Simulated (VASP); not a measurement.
SnTe: single point with PBE

SnTe:

```
Sn Te
1.0
     4.27513    0.00000    0.00000
    -2.13756    3.70237    0.00000
     0.00000    0.00000    4.16256
Sn Te
1 1
Direct
  0.66667 0.33333 0.50000
  0.00000 0.00000 0.00000
```

The cell was built from a structure type or drawn by symmetry, and may not be a known phase.

```yaml
Program: VASP 6.6.1
Task: single point
Functional: PBE
Potentials_or_basis: VASP PAW PBE potentials, release 64 (Sn_d, Te)
Cutoff: 520 eV
k_mesh: 18 × 18 × 14
Occupations: gaussian, width 0.1 eV
Spin: no spin polarisation
```

```yaml
Pressure: 0.0 GPa
Band_gap_on_the_k_mesh: zero (bands 10 and 11 overlap by 1.87 eV)
```

Levels at points of the mesh, in eV from the Fermi level:
| k point | band 7 | band 8 | band 9 | band 10 | band 11 | band 12 | band 13 | band 14 |
| --- | --- | --- | --- | --- | --- | --- | --- | --- |
| (0.00, 0.00, 0.00) | -4.97 | -2.48 | -1.30 | -1.30 | 2.48 | 2.48 | 3.63 | 5.54 |
| (0.50, 0.00, 0.00) | -7.46 | -2.54 | -1.66 | -1.07 | 1.68 | 2.01 | 3.82 | 4.52 |
| (0.00, 0.00, 0.50) | -8.18 | -0.44 | -0.44 | 0.80 | 1.10 | 2.22 | 2.22 | 6.64 |
| (0.50, 0.00, 0.50) | -6.54 | -4.30 | -4.12 | -1.15 | 0.96 | 2.30 | 2.36 | 8.82 |

Run time: 5.2 min on 1 thread of Intel Xeon 8259CL, with other jobs on the host, peak memory 0.45 GiB.

Caveat: spin-orbit coupling is left out, which moves the levels of the heavy elements.
